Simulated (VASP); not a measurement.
# Ru (Fm-3m) in VASP: a series of runs, part 2 of 3

VASP 6.6.1. Earlier steps stand in the parts before.

### Step 5. Single point, PBEsol

This run uses another cell than the first one, of 14.05 Å³/atom, 1.049 times its volume.

INCAR

```
SYSTEM = Ru
PREC = Accurate
ENCUT = 500
EDIFF = 1E-6
ISMEAR = 0
SIGMA = 0.1
LREAL = .False.
LASPH = .True.
NELM = 120
ALGO = Normal
ISIF = 2
LWAVE = .False.
LCHARG = .False.
GGA = PS
NBANDS = 13
GGA_COMPAT = .False.
```

KPOINTS

```
Automatic mesh
0
Gamma
  8 8 8
  0 0 0
```

POSCAR

```
Ru
1.0
    0.0000000000     -1.9150000000     -1.9150000000
    1.9150000000      0.0000000000     -1.9150000000
    1.9150000000     -1.9150000000      0.0000000000
Ru
1
Direct
    0.0000000000      0.0000000000      0.0000000000
```

Potentials or basis: VASP PAW PBE potentials, release 64 (Ru_pv).

Launch:

```console
$ cat potpaw_PBE.64/Ru_pv/POTCAR > POTCAR
$ mpirun -np 1 vasp_std > vasp.out
```

OUTCAR:

```text
SYSTEM = Ru
   PREC = Accurate
   ENCUT = 500
   EDIFF = 1E-6
   ISMEAR = 0
   LREAL = .False.
   LASPH = .True.
   NELM = 120
   ISIF = 2
   GGA = PS

 ion  position               nearest neighbor table
   1  0.000  0.000  0.000-

  LATTYP: Found a face centered cubic cell.
 ALAT       =     3.8300000000

  Lattice vectors:

 A1 = (   0.0000000000,  -1.9150000000,  -1.9150000000)
 A2 = (   1.9150000000,   0.0000000000,  -1.9150000000)
 A3 = (   1.9150000000,  -1.9150000000,   0.0000000000)

Analysis of symmetry for initial positions (statically):
=====================================================================
 Subroutine PRICEL returns:
 Original cell was already a primitive cell.

 Routine SETGRP: Setting up the symmetry group for a
 face centered cubic supercell.

 Subroutine GETGRP returns: Found 48 space group operations
 (whereof 48 operations were pure point group operations)
 out of a pool of 48 trial point group operations.

The static configuration has the point symmetry O_h .

Analysis of symmetry for dynamics (positions and initial velocities):
=====================================================================
 Subroutine PRICEL returns:
 Original cell was already a primitive cell.

 Routine SETGRP: Setting up the symmetry group for a
 face centered cubic supercell.

 Subroutine GETGRP returns: Found 48 space group operations
 (whereof 48 operations were pure point group operations)
 out of a pool of 48 trial point group operations.

The dynamic configuration has the point symmetry O_h .

 Subroutine INISYM returns: Found 48 space group operations
 (whereof 48 operations are pure point group operations),
 and found     1 'primitive' translations

----------------------------------------------------------------------------------------

                                     Primitive cell

  volume of cell :      14.0455

  direct lattice vectors                    reciprocal lattice vectors
     0.000000000 -1.915000000 -1.915000000    -0.261096606 -0.261096606 -0.261096606
     1.915000000  0.000000000 -1.915000000     0.261096606  0.261096606 -0.261096606
     1.915000000 -1.915000000  0.000000000     0.261096606 -0.261096606  0.261096606

  length of vectors
     2.708218972  2.708218972  2.708218972     0.452232587  0.452232587  0.452232587

  position of ions in fractional coordinates (direct lattice)
     0.000000000  0.000000000  0.000000000

  ion indices of the primitive-cell ions
   primitive index   ion index
                 1           1

----------------------------------------------------------------------------------------

 KPOINTS: Automatic mesh

Automatic generation of k-mesh.
 Grid dimensions read from file:
 generate k-points for:    8    8    8

 Generating k-lattice:

  Cartesian coordinates                     Fractional coordinates (reciprocal lattice)
    -0.032637076 -0.032637076 -0.032637076     0.125000000  0.000000000  0.000000000
     0.032637076  0.032637076 -0.032637076     0.000000000  0.125000000  0.000000000
     0.032637076 -0.032637076  0.032637076     0.000000000  0.000000000  0.125000000

  Length of vectors
     0.056529073  0.056529073  0.056529073

  Shift w.r.t. Gamma in fractional coordinates (k-lattice)
     0.000000000  0.000000000  0.000000000

 Subroutine IBZKPT returns following result:
 ===========================================

 Found     29 irreducible k-points:

 Following reciprocal coordinates:
            Coordinates               Weight
  0.000000  0.000000  0.000000      1.000000
  0.125000  0.000000  0.000000      8.000000
  0.250000  0.000000  0.000000      8.000000
  0.375000  0.000000  0.000000      8.000000
  0.500000  0.000000  0.000000      4.000000
  0.125000  0.125000  0.000000      6.000000
[... 16 lines left out ...]
  0.500000  0.250000  0.125000     48.000000
 -0.375000  0.250000  0.125000     24.000000
 [... further k-points ...]
   k-points           NKPTS =     29   k-points in BZ     NKDIM =     29   number of bands    NBANDS=     13
   number of dos      NEDOS =    301   number of ions     NIONS =      1
   total plane-waves  NPLWV =   8000
   dimension x,y,z NGX =    20 NGY =   20 NGZ =   20
   dimension x,y,z NGXF=    40 NGYF=   40 NGZF=   40
   ions per type =               1
   NGX,Y,Z   is equivalent  to a cutoff of  12.28, 12.28, 12.28 a.u.
   NGXF,Y,Z  is equivalent  to a cutoff of  24.55, 24.55, 24.55 a.u.
 SYSTEM =  Ru
   PREC   = accura    normal or accurate (medium, high low for compatibility)
   ISTART =      0    job   : 0-new  1-cont  2-samecut
   ICHARG =      2    charge: 1-file 2-atom 10-const
   ISPIN  =      1    spin polarized calculation?
   LNONCOLLINEAR =      F non collinear calculations
   LSORBIT =      F    spin-orbit coupling
   LASPH  =      T    aspherical Exc in radial PAW
   ENCUT  =  500.0 eV  36.75 Ry    6.06 a.u.   4.94  4.94  4.94*2*pi/ulx,y,z
   NELM   =    120;   NELMIN=  2; NELMDL= -5     # of ELM steps
   EDIFF  = 0.1E-05   stopping-criterion for ELM
   LREAL  =      F    real-space projection
   EDIFFG = 0.1E-04   stopping-criterion for IOM
   NSW    =      0    number of steps for IOM
   IBRION =     -1    ionic relax: 0-MD 1-quasi-New 2-CG
   NFREE  =      0    steps in history (QN), initial steepest desc. (CG)
   ISIF   =      2    stress and relaxation
   ISYM   =      2    0-nonsym 1-usesym 2-fastsym
   POTIM  = 0.5000    time-step for ionic-motion
   TEBEG  =    0.0;   TEEND  =   0.0 temperature during run
   PSTRESS=    0.0 pullay stress
   NELECT =      14.0000    total number of electrons
   NUPDOWN=      -1.0000    fix difference up-down
   EMIN   =  10.00;   EMAX   =-10.00  energy-range for DOS
   EFERMI =   0.00;   METHOD = LEGACY
   ISMEAR =     0;   SIGMA  =   0.10  broadening in eV -4-tet -1-fermi 0-gaus
   EFERMI_NEDOS =   21; number of points for ismear=-14 and -15
   IALGO  =     38    algorithm
   IMIX   =      4    mixing-type and parameters
     AMIX     =   0.40;   BMIX     =  1.00
     AMIX_MAG =   1.60;   BMIX_MAG =  1.00
  volume/ion in A,a.u.               =      14.05        94.78
  Fermi-wavevector in a.u.,A,eV,Ry     =   1.635330  3.090326 36.386117  2.674304
  Thomas-Fermi vector in A             =   2.726821
   LORBIT       =      0    0 simple, 1 ext, 2 COOP (PROOUT), +10 PAW based schemes
   GGA     = PS    functional components
   LHFCALC =     F    Hartree Fock is set to
   AEXX    =    0.0000 exact exchange contribution
   IVDW    =     0    specifies the selected vdW correction
   LEPSILON=     F    determine dielectric tensor
   LRPA    =     F    only Hartree local field effects (RPA)
 non-spin polarized calculation
 Gauss-broadening in eV      SIGMA  =   0.10
  energy-cutoff  :      500.00
  volume of cell :       14.05
 maximum number of plane-waves:       368
   NGX =  9   NGY =  9   NGZ =  9

 number of electron      13.9999998 magnetization

 Free energy of the ion-electron system (eV)
  ---------------------------------------------------
  ext. energy  EPLUGINS =         0.00000000
  ---------------------------------------------------
  free energy    TOTEN  =       -10.05772548 eV

  energy without entropy =      -10.05367353  energy(sigma->0) =      -10.05569950

 E-fermi :  11.9074     XC(G=0): -14.0680

 val. band max:       11.8981125058   @ k =   0.0000   0.0000   0.0000
 cond. band min:      12.0581102429   @ k =   0.2500   0.0000   0.0000
 fundamental gap:      0.1599977372
 Fermi energy:        11.9074378249

 k-point     1 :       0.0000    0.0000    0.0000
  band No.  band energies     occupation
      1     -30.3458      2.00000
      2     -30.3458      2.00000
      3     -30.3458      2.00000
      4       4.2211      2.00000
      5       9.5545      2.00000
      6       9.5545      2.00000
      7       9.5545      2.00000
      8      11.8981      1.10492
      9      11.8981      1.10492
     10      22.4782      0.00000
     11      27.0451      0.00000
     12      32.5824      0.00000
     13      32.5824      0.00000
[... 353 lines left out ...]
 k-point    24 :      -0.3750    0.2500    0.1250
  band No.  band energies     occupation
      1     -31.1750      2.00000
      2     -30.7290      2.00000
      3     -30.5564      2.00000
      4       7.3754      2.00000
      5       8.2734      2.00000
      6       9.9077      2.00000
      7      10.7021      2.00000
      8      13.4449      0.00000
      9      18.1451      0.00000
     10      21.2287      0.00000
     11      22.4852      0.00000
     12      28.0788      0.00000
     13      29.0724      0.00000

 [... further k-points ...]
[... 5 lines left out ...]
  --------------------------------------------------------------------------------------
  -------------------------------------------------------------------------------------
  Total       -1.3730398     -1.3730398     -1.3730398      0.0000000      0.0000000     -0.0000000
  in kB     -156.6236640   -156.6236640   -156.6236640      0.0000000      0.0000000     -0.0000000
  external PRESSURE =    -156.6236640 kB  Pullay stress =       0.0000000 kB

 VOLUME and BASIS-vectors are now :
 -----------------------------------------------------------------------------
  energy-cutoff  :      500.00
  volume of cell :       14.05
      direct lattice vectors                 reciprocal lattice vectors
     0.000000000 -1.915000000 -1.915000000    -0.261096606 -0.261096606 -0.261096606
     1.915000000  0.000000000 -1.915000000     0.261096606  0.261096606 -0.261096606
     1.915000000 -1.915000000  0.000000000     0.261096606 -0.261096606  0.261096606

 POSITION                                       TOTAL-FORCE (eV/Angst)
 -----------------------------------------------------------------------------------
      0.00000      0.00000      0.00000         0.000000      0.000000      0.000000
 -----------------------------------------------------------------------------------
    total drift:                               -0.000000      0.000000      0.000000

  FREE ENERGIE OF THE ION-ELECTRON SYSTEM (eV)
  ---------------------------------------------------
  free  energy   TOTEN  =       -10.0577254807 eV

  energy  without entropy=      -10.0536735291  energy(sigma->0) =      -10.05569950
```

stdout:

```text
POSCAR found type information on POSCAR Ru
 POSCAR found :  1 types and       1 ions
 scaLAPACK will be used
 -----------------------------------------------------------------------------
|                                                                             |
|                                                                             |
|     You enforced a specific xc type in the INCAR file but a different       |
|     I HOPE YOU KNOW WHAT YOU ARE DOING!                                     |
|                                                                             |
 -----------------------------------------------------------------------------

 LDA part: xc-table for (Slater+PW92), standard interpolation
 POSCAR, INCAR and KPOINTS ok, starting setup
 FFT: planning ... GRIDC
 FFT: planning ... GRID_SOFT
 FFT: planning ... GRID
 WAVECAR not read
 entering main loop
```

Run time: 10 s. Hardware: 1 thread of AMD EPYC 7R43 (Zen 3), shared host; peak memory 0.09 GiB.

Results:

* Free energy: -10.0577 eV
* Pressure: -15.7 GPa
* Band gap on the k mesh: zero (band 7 reaches 14.17 eV, above the bottom of band 8 at 11.19 eV)

Levels at points of the mesh, in eV from the Fermi level:
```tsv
k point	band 5	band 6	band 7	band 8	band 9	band 10
(0.00, 0.00, 0.00)	-2.35	-2.35	-2.35	-0.01	-0.01	10.57
(0.50, 0.00, 0.00)	-2.47	-2.47	1.05	1.77	1.77	9.73
(0.50, 0.50, 0.00)	-5.54	1.73	2.26	2.26	3.60	10.57
```

Caveat: the PAW data sets were made with another functional, which shifts forces and pressure a little.

### Step 6. Single point, PBEsol

This run uses another cell than the first one, of 13.33 Å³/atom, 0.996 times its volume.

INCAR

```
PREC = Accurate
ENCUT = 500
EDIFF = 1E-6
ISMEAR = 0
SIGMA = 0.1
LREAL = F
LASPH = T
NELM = 120
ALGO = Normal
ISIF = 2
LWAVE = F
LCHARG = T
GGA = PS
LELF = T
LVHAR = T
NBANDS = 13
GGA_COMPAT = F
```

KPOINTS

```
Automatic mesh
0
Gamma
  8 8 8
```

POSCAR

```
Ru
1.0
    0.0000000000     -1.8818849030     -1.8818849030
    1.8818849030      0.0000000000     -1.8818849030
    1.8818849030     -1.8818849030      0.0000000000
Ru
1
Direct
    0.0000000000      0.0000000000      0.0000000000
```

Potentials or basis: VASP PAW PBE potentials, release 64 (Ru_pv).

Launch:

```console
$ cat potpaw_PBE.64/Ru_pv/POTCAR > POTCAR
$ mpirun -np 1 vasp_std > vasp.out
```

Wall time 8.9 s (1 thread of AMD EPYC 7R43 (Zen 3), shared host); peak memory 0.09 GiB.

It converged, with:

```
Free energy            : -10.0937 eV
Pressure               : 0.2 GPa
Band gap on the k mesh : zero (band 7 reaches 15.31 eV, above the bottom of band 8 at 12.06 eV)
```

Levels at points of the mesh, in eV from the Fermi level:
| k point | band 3 | band 4 | band 5 | band 6 | band 7 | band 8 | band 9 | band 10 | band 11 | band 12 |
| --- | --- | --- | --- | --- | --- | --- | --- | --- | --- | --- |
| (0.00, 0.00, 0.00) | -42.24 | -7.98 | -2.53 | -2.53 | -2.53 | 0.01 | 0.01 | 10.53 | 15.12 | 20.95 |
| (0.50, 0.00, 0.00) | -42.39 | -6.13 | -2.66 | -2.66 | 1.11 | 1.95 | 1.95 | 10.37 | 10.60 | 14.73 |
| (0.50, 0.50, 0.00) | -42.65 | -6.47 | -5.97 | 1.91 | 2.48 | 2.48 | 3.79 | 10.53 | 13.65 | 13.65 |

Caveat: the k points lie up to 0.36 Å⁻¹ apart; the PAW data sets were made with another functional, which shifts forces and pressure a little.

(Part 2 of 3 ends here.)
